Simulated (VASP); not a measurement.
# InP (I-4m2) in VASP: settings compared

InP is run at these levels: PBE, r2SCAN; tasks: single point.

All numbers are computed with VASP 6.6.1; they aren't measurements. Logs are shortened: lines on timing, memory, paths and dates and some standing lists are left out, and cuts for length are marked.

### Step 1. The cell of the first run

The structure is tetragonal, space group I-4m2 (No. 119). The conventional cell has a = 4.052 Å, b = 4.052 Å, c = 6.095 Å, α = 90.00°, β = 90.00°, γ = 90.00°. Within 3.3 Å of In (site symmetry -4m2) lie 4 P at 2.53 Å. Within 3.3 Å of P (site symmetry -4m2) lie 4 In at 2.53 Å.

### Step 2. Single point, PBE (epitaxial xy strain -3.0%)

The input, INCAR:

```
SYSTEM = InP
PREC = Accurate ; ENCUT = 520
EDIFF = 1E-6 ; ISMEAR = -1
SIGMA = 0.02 ; LREAL = .False.
LASPH = .True. ; NELM = 100
ALGO = Normal ; ISIF = 2
LWAVE = .False. ; LCHARG = .False.
GGA = PE ; NBANDS = 16
```

The input, KPOINTS:

```
regular mesh
0
Gamma
  8 8 8
  0 0 0
```

The input, POSCAR:

```
InP
1.0
    0.0000000000      2.8651740175      3.0473552276
    2.8651740175      0.0000000000      3.0473552276
    2.8651740175      2.8651740175      0.0000000000
In P
1 1
Direct
    0.0000000000      0.0000000000      0.0000000000
    0.2500000000      0.2500000000      0.2500000000
```

Potentials or basis: VASP PAW PBE potentials, release 64 (In_d, P).

Command:

```bash
$ cat potpaw_PBE.64/In_d/POTCAR potpaw_PBE.64/P/POTCAR > POTCAR
$ mpirun -np 1 vasp_std > vasp.out
```

OUTCAR:

```text
SYSTEM = InP
   PREC = Accurate
   ENCUT = 520
   EDIFF = 1E-6
   ISMEAR = -1
   LREAL = .False.
   LASPH = .True.
   NELM = 100
   ISIF = 2
   GGA = PE

 ion  position               nearest neighbor table
   1  0.000  0.000  0.000-   2 2.53   2 2.53   2 2.53   2 2.53
   2  0.250  0.250  0.250-   1 2.53   1 2.53   1 2.53   1 2.53

  LATTYP: Found a body centered tetragonal cell.
 ALAT       =     4.0519679541
 C/A-ratio  =     1.5041358975

  Lattice vectors:

 A1 = (  -2.8651740175,   0.0000000000,   3.0473552276)
 A2 = (   2.8651740175,   0.0000000000,   3.0473552276)
 A3 = (   0.0000000000,   2.8651740175,  -3.0473552276)

Analysis of symmetry for initial positions (statically):
=====================================================================
 Subroutine PRICEL returns:
 Original cell was already a primitive cell.

 Routine SETGRP: Setting up the symmetry group for a
 body centered tetragonal supercell.

 Subroutine GETGRP returns: Found  8 space group operations
 (whereof  8 operations were pure point group operations)
 out of a pool of 16 trial point group operations.

The static configuration has the point symmetry D_2d.

Analysis of symmetry for dynamics (positions and initial velocities):
=====================================================================
 Subroutine PRICEL returns:
 Original cell was already a primitive cell.

 Routine SETGRP: Setting up the symmetry group for a
 body centered tetragonal supercell.

 Subroutine GETGRP returns: Found  8 space group operations
 (whereof  8 operations were pure point group operations)
 out of a pool of 16 trial point group operations.

The dynamic configuration has the point symmetry D_2d.

 Subroutine INISYM returns: Found  8 space group operations
 (whereof  8 operations are pure point group operations),
 and found     1 'primitive' translations

----------------------------------------------------------------------------------------

                                     Primitive cell

  volume of cell :      50.0328

  direct lattice vectors                    reciprocal lattice vectors
     0.000000000  2.865174017  3.047355228    -0.174509470  0.174509470  0.164076703
     2.865174017  0.000000000  3.047355228     0.174509470 -0.174509470  0.164076703
     2.865174017  2.865174017  0.000000000     0.174509470  0.174509470 -0.164076703

  length of vectors
     4.182773725  4.182773725  4.051967954     0.296358356  0.296358356  0.296358356

  position of ions in fractional coordinates (direct lattice)
     0.000000000  0.000000000  0.000000000
     0.250000000  0.250000000  0.250000000

  ion indices of the primitive-cell ions
   primitive index   ion index
                 1           1
                 2           2

----------------------------------------------------------------------------------------

 KPOINTS: regular mesh

Automatic generation of k-mesh.
 Grid dimensions read from file:
 generate k-points for:    8    8    8

 Generating k-lattice:

  Cartesian coordinates                     Fractional coordinates (reciprocal lattice)
    -0.021813684  0.021813684  0.020509588     0.125000000 -0.000000000  0.000000000
     0.021813684 -0.021813684  0.020509588    -0.000000000  0.125000000  0.000000000
     0.021813684  0.021813684 -0.020509588     0.000000000  0.000000000  0.125000000

  Length of vectors
     0.037044794  0.037044794  0.037044794

  Shift w.r.t. Gamma in fractional coordinates (k-lattice)
     0.000000000  0.000000000  0.000000000

 Subroutine IBZKPT returns following result:
 ===========================================

 Found     59 irreducible k-points:

 Following reciprocal coordinates:
            Coordinates               Weight
  0.000000  0.000000  0.000000      1.000000
  0.125000  0.000000  0.000000      8.000000
  0.250000  0.000000  0.000000      8.000000
  0.375000 -0.000000  0.000000      8.000000
  0.500000  0.000000  0.000000      4.000000
  0.125000  0.125000  0.000000      2.000000
[... 16 lines left out ...]
  0.250000  0.000000  0.125000     16.000000
  0.375000 -0.000000  0.125000     16.000000
 [... further k-points ...]
   k-points           NKPTS =     59   k-points in BZ     NKDIM =     59   number of bands    NBANDS=     16
   number of dos      NEDOS =    301   number of ions     NIONS =      2
   total plane-waves  NPLWV =  30720
   dimension x,y,z NGX =    32 NGY =   32 NGZ =   30
   dimension x,y,z NGXF=    64 NGYF=   64 NGZF=   60
   ions per type =               1   1
   NGX,Y,Z   is equivalent  to a cutoff of  12.72, 12.72, 12.31 a.u.
   NGXF,Y,Z  is equivalent  to a cutoff of  25.44, 25.44, 24.62 a.u.
 SYSTEM =  InP
   PREC   = accura    normal or accurate (medium, high low for compatibility)
   ISTART =      0    job   : 0-new  1-cont  2-samecut
   ICHARG =      2    charge: 1-file 2-atom 10-const
   ISPIN  =      1    spin polarized calculation?
   LNONCOLLINEAR =      F non collinear calculations
   LSORBIT =      F    spin-orbit coupling
   LASPH  =      T    aspherical Exc in radial PAW
   ENCUT  =  520.0 eV  38.22 Ry    6.18 a.u.   7.78  7.78  7.53*2*pi/ulx,y,z
   NELM   =    100;   NELMIN=  2; NELMDL= -5     # of ELM steps
   EDIFF  = 0.1E-05   stopping-criterion for ELM
   LREAL  =      F    real-space projection
   EDIFFG = 0.1E-04   stopping-criterion for IOM
   NSW    =      0    number of steps for IOM
   IBRION =     -1    ionic relax: 0-MD 1-quasi-New 2-CG
   NFREE  =      0    steps in history (QN), initial steepest desc. (CG)
   ISIF   =      2    stress and relaxation
   ISYM   =      2    0-nonsym 1-usesym 2-fastsym
   POTIM  = 0.5000    time-step for ionic-motion
   TEBEG  =    0.0;   TEEND  =   0.0 temperature during run
   PSTRESS=    0.0 pullay stress
   NELECT =      18.0000    total number of electrons
   NUPDOWN=      -1.0000    fix difference up-down
   EMIN   =  10.00;   EMAX   =-10.00  energy-range for DOS
   EFERMI =   0.00;   METHOD = LEGACY
   ISMEAR =    -1;   SIGMA  =   0.02  broadening in eV -4-tet -1-fermi 0-gaus
   EFERMI_NEDOS =   21; number of points for ismear=-14 and -15
   IALGO  =     38    algorithm
   IMIX   =      4    mixing-type and parameters
     AMIX     =   0.40;   BMIX     =  1.00
     AMIX_MAG =   1.60;   BMIX_MAG =  1.00
  volume/ion in A,a.u.               =      25.02       168.82
  Fermi-wavevector in a.u.,A,eV,Ry     =   1.164342  2.200288 18.445320  1.355693
  Thomas-Fermi vector in A             =   2.300881
   LORBIT       =      0    0 simple, 1 ext, 2 COOP (PROOUT), +10 PAW based schemes
   GGA     = PE    functional components
   LHFCALC =     F    Hartree Fock is set to
   AEXX    =    0.0000 exact exchange contribution
   IVDW    =     0    specifies the selected vdW correction
   LEPSILON=     F    determine dielectric tensor
   LRPA    =     F    only Hartree local field effects (RPA)
 non-spin polarized calculation
  energy-cutoff  :      520.00
  volume of cell :       50.03
 maximum number of plane-waves:      1364
   NGX = 15   NGY = 15   NGZ = 15

 number of electron      18.0000004 magnetization

 Free energy of the ion-electron system (eV)
  ---------------------------------------------------
  ext. energy  EPLUGINS =         0.00000000
  ---------------------------------------------------
  free energy    TOTEN  =        -8.35704596 eV

  energy without entropy =       -8.35704596  energy(sigma->0) =       -8.35704596

 E-fermi :   5.6754     XC(G=0):  -9.3138

 val. band max:        5.3593781808   @ k =   0.0000   0.0000   0.0000
 cond. band min:       5.9773895988   @ k =   0.0000   0.0000   0.0000
 fundamental gap:      0.6180114179
 Fermi energy:         5.6754117147

 k-point     1 :       0.0000    0.0000    0.0000
  band No.  band energies     occupation
      1      -8.9649      2.00000
      2      -8.9356      2.00000
      3      -8.9356      2.00000
      4      -8.7958      2.00000
      5      -8.7903      2.00000
      6      -6.2945      2.00000
[... 8 lines left out ...]
     15      14.2785      0.00000
     16      15.2009      0.00000

 k-point     2 :       0.1250    0.0000    0.0000
  band No.  band energies     occupation
      1      -8.9706      2.00000
      2      -8.9414      2.00000
      3      -8.9283      2.00000
      4      -8.7968      2.00000
      5      -8.7889      2.00000
      6      -6.1145      2.00000
[... 8 lines left out ...]
     15      14.4415      0.00000
     16      14.7025      0.00000

 k-point     3 :       0.2500    0.0000    0.0000
  band No.  band energies     occupation
      1      -9.0095      2.00000
      2      -8.9303      2.00000
      3      -8.9129      2.00000
      4      -8.7971      2.00000
      5      -8.7827      2.00000
      6      -5.6114      2.00000
[... 8 lines left out ...]
     15      14.0067      0.00000
     16      14.5765      0.00000

 k-point     4 :       0.3750   -0.0000    0.0000
  band No.  band energies     occupation
      1      -9.0503      2.00000
      2      -8.9188      2.00000
      3      -8.9010      2.00000
      4      -8.7936      2.00000
      5      -8.7719      2.00000
      6      -4.9371      2.00000
[... 8 lines left out ...]
     15      14.7240      0.00000
     16      15.0145      0.00000
[... 324 lines left out ...]
 k-point    22 :       0.1250    0.0000    0.1250
  band No.  band energies     occupation
      1      -8.9707      2.00000
      2      -8.9472      2.00000
      3      -8.9226      2.00000
      4      -8.8023      2.00000
      5      -8.7849      2.00000
      6      -6.0464      2.00000
[... 8 lines left out ...]
     15      14.4251      0.00000
     16      15.2419      0.00000

 k-point    23 :       0.2500    0.0000    0.1250
  band No.  band energies     occupation
      1      -9.0103      2.00000
      2      -8.9270      2.00000
      3      -8.9087      2.00000
      4      -8.8081      2.00000
      5      -8.7781      2.00000
      6      -5.6438      2.00000
[... 8 lines left out ...]
     15      14.4570      0.00000
     16      15.7980      0.00000

 k-point    24 :       0.3750   -0.0000    0.1250
  band No.  band energies     occupation
      1      -9.0494      2.00000
      2      -8.9112      2.00000
      3      -8.8972      2.00000
      4      -8.8070      2.00000
      5      -8.7698      2.00000
      6      -5.0093      2.00000
[... 8 lines left out ...]
     15      15.0724      0.00000
     16      15.6632      0.00000

 [... further k-points ...]
[... 5 lines left out ...]
  --------------------------------------------------------------------------------------
  -------------------------------------------------------------------------------------
  Total        1.4214468      1.4214468      0.5520470      0.0000000      0.0000000      0.0000000
  in kB       45.5183072     45.5183072     17.6779371      0.0000000      0.0000000      0.0000000
  external PRESSURE =      36.2381838 kB  Pullay stress =       0.0000000 kB

 VOLUME and BASIS-vectors are now :
 -----------------------------------------------------------------------------
  energy-cutoff  :      520.00
  volume of cell :       50.03
      direct lattice vectors                 reciprocal lattice vectors
     0.000000000  2.865174017  3.047355228    -0.174509470  0.174509470  0.164076703
     2.865174017  0.000000000  3.047355228     0.174509470 -0.174509470  0.164076703
     2.865174017  2.865174017  0.000000000     0.174509470  0.174509470 -0.164076703

 POSITION                                       TOTAL-FORCE (eV/Angst)
 -----------------------------------------------------------------------------------
      0.00000      0.00000      0.00000        -0.000000     -0.000000      0.000000
      1.43259      1.43259      1.52368         0.000000      0.000000     -0.000000
 -----------------------------------------------------------------------------------
    total drift:                                0.000003      0.000003      0.000001

  FREE ENERGIE OF THE ION-ELECTRON SYSTEM (eV)
  ---------------------------------------------------
  free  energy   TOTEN  =        -8.3570459574 eV

  energy  without entropy=       -8.3570459567  energy(sigma->0) =       -8.35704596
```

Wall time 15 s (1 thread of Intel Xeon 6975P-C (Granite Rapids), shared host); peak memory 0.2 GiB.

Results:

```
Free energy            : -8.3570 eV
Pressure               : 3.6 GPa
Band gap on the k mesh : 0.62 eV, direct
```

Caveat: the cell differs from its parent crystal (epitaxial xy strain -3.0%); spin-orbit coupling is left out, which moves the levels of the heavy elements.

### Step 3. Single point, r2SCAN (epitaxial xy strain -3.0%)

POSCAR is that of step 2.

The input, INCAR.step1:

```
ALGO = Normal
EDIFF = 1E-4
ENCUT = 520
GGA = PE
ISMEAR = 0
LASPH = True
LCHARG = False
LREAL = False
LWAVE = True
NBANDS = 16
NELM = 80
PREC = Accurate
SIGMA = 0.01
```

The input, INCAR.step2:

```
ALGO = Normal
EDIFF = 1E-6
ENCUT = 520
ISIF = 2
ISMEAR = 0
ISTART = 1
LASPH = True
LCHARG = False
LMIXTAU = True
LREAL = False
LWAVE = False
METAGGA = R2SCAN
NBANDS = 16
NELM = 80
PREC = Accurate
SIGMA = 0.01
```

The input, KPOINTS:

```
k-points
0
Gamma
  8 8 8
```

Potentials or basis: VASP PAW PBE potentials, release 64 (In_d, P).

Command:

```bash
$ cat potpaw_PBE.64/In_d/POTCAR potpaw_PBE.64/P/POTCAR > POTCAR
$ cp INCAR.step1 INCAR
$ mpirun -np 1 vasp_std > vasp.out
$ cp INCAR.step2 INCAR
$ mpirun -np 1 vasp_std > vasp.out
```

Wall time 53 s (1 thread of Intel Xeon 6975P-C (Granite Rapids), shared host); peak memory 0.2 GiB.

It converged, with:

- Free energy: -32.2692 eV
- Pressure: 1.9 GPa
- Band gap on the k mesh: 1.07 eV, direct

Stress tensor (GPa, compression positive):
```
 2.96  0.00  0.00
 0.00  2.96  0.00
 0.00  0.00 -0.13
```

Levels at points of the mesh, in eV from the valence-band top:
```csv
k point,band 6,band 7,band 8,band 9,band 10,band 11,band 12,band 13
"(0.00, 0.00, 0.00)",-12.14,-0.34,0.00,0.00,1.07,4.32,4.32,4.43
"(0.50, 0.00, 0.00)",-10.32,-6.02,-1.34,-0.90,1.70,4.92,5.28,7.49
"(0.50, 0.50, 0.00)",-9.79,-6.27,-2.29,-2.29,2.15,2.84,9.37,10.28
"(0.50, 0.00, 0.50)",-9.56,-5.87,-2.66,-2.63,1.77,2.25,9.87,9.97
```

Caveat: the cell differs from its parent crystal (epitaxial xy strain -3.0%); the PAW data sets were made with another functional, which shifts forces and pressure a little; spin-orbit coupling is left out, which moves the levels of the heavy elements.

### Step 4. Single point, PBE (epitaxial xy strain -3.0%)

The input, INCAR:

```
SYSTEM = InP
PREC     = Accurate       ! precision mode
ENCUT    = 500            ! plane-wave cutoff, eV
EDIFF    = 1E-6           ! SCF threshold, eV
ISMEAR   = 0              ! smearing method
SIGMA    = 0.01           ! smearing width, eV
LREAL    = .FALSE.        ! projectors in reciprocal space
LASPH    = .TRUE.         ! aspherical terms in the spheres
NELM     = 120            ! most SCF steps
ALGO     = Normal         ! electronic algorithm
ISIF     = 2              ! what is computed and relaxed
LWAVE    = .FALSE.        ! write WAVECAR
LCHARG   = .FALSE.        ! write CHGCAR
GGA      = PE             ! functional
NBANDS   = 16             ! bands
GGA_COMPAT= .FALSE.
```

The input, KPOINTS:

```
Automatic mesh
0
G
  4 4 4
  0 0 0
```

POSCAR is that of step 3.

Command:

```bash
$ cat potpaw_PBE.64/In_d/POTCAR potpaw_PBE.64/P/POTCAR > POTCAR
$ mpirun -np 1 vasp_std > vasp.out
```

Run time: 25 s. Hardware: 1 thread of AMD EPYC 7R13 (Zen 3), shared host; peak memory 0.14 GiB.

The run converged. Its results:

```
Free energy            : -8.2476 eV
Pressure               : 3.8 GPa
Band gap on the k mesh : 0.60 eV, direct
```

Stress tensor (GPa, compression positive):
```
4.78 0.00 0.00
0.00 4.78 0.00
0.00 0.00 1.93
```

Levels at points of the mesh, in eV from the valence-band top:
| k point | band 7 | band 8 | band 9 | band 10 | band 11 | band 12 |
| --- | --- | --- | --- | --- | --- | --- |
| (0.00, 0.00, 0.00) | -0.32 | 0.00 | 0.00 | 0.60 | 3.94 | 3.94 |
| (0.50, 0.00, 0.00) | -5.88 | -1.30 | -0.87 | 1.33 | 4.54 | 4.90 |
| (0.50, 0.50, 0.00) | -6.16 | -2.21 | -2.21 | 1.86 | 2.52 | 8.73 |
| (0.50, 0.00, 0.50) | -5.77 | -2.57 | -2.55 | 1.51 | 1.96 | 9.17 |

Caveat: the k points lie up to 0.47 Å⁻¹ apart; the cell differs from its parent crystal (epitaxial xy strain -3.0%); spin-orbit coupling is left out, which moves the levels of the heavy elements.

### Step 5. Overview

| level | k mesh | cutoff (eV) | smearing | gap on the mesh (eV) | pressure (GPa) |
| --- | --- | --- | --- | --- | --- |
| PBE | 8 × 8 × 8 | 520 | fermi-dirac 0.02 eV | 0.62 | 3.6 |
| r2SCAN | 8 × 8 × 8 | 520 | gaussian 0.01 eV | 1.07 | 1.9 |
| PBE | 4 × 4 × 4 | 500 | gaussian 0.01 eV | 0.60 | 3.8 |

Alike in all rows: task single point; potentials or basis VASP PAW PBE potentials, release 64 (In_d, P); no spin polarisation; cell as given.

Caveats: some runs use coarse meshes; spin-orbit coupling is left out, which moves the levels of the heavy elements; the PAW data sets were made with another functional, which shifts forces and pressure a little (some runs).

Absolute energies hang on the potentials; compare differences alone.
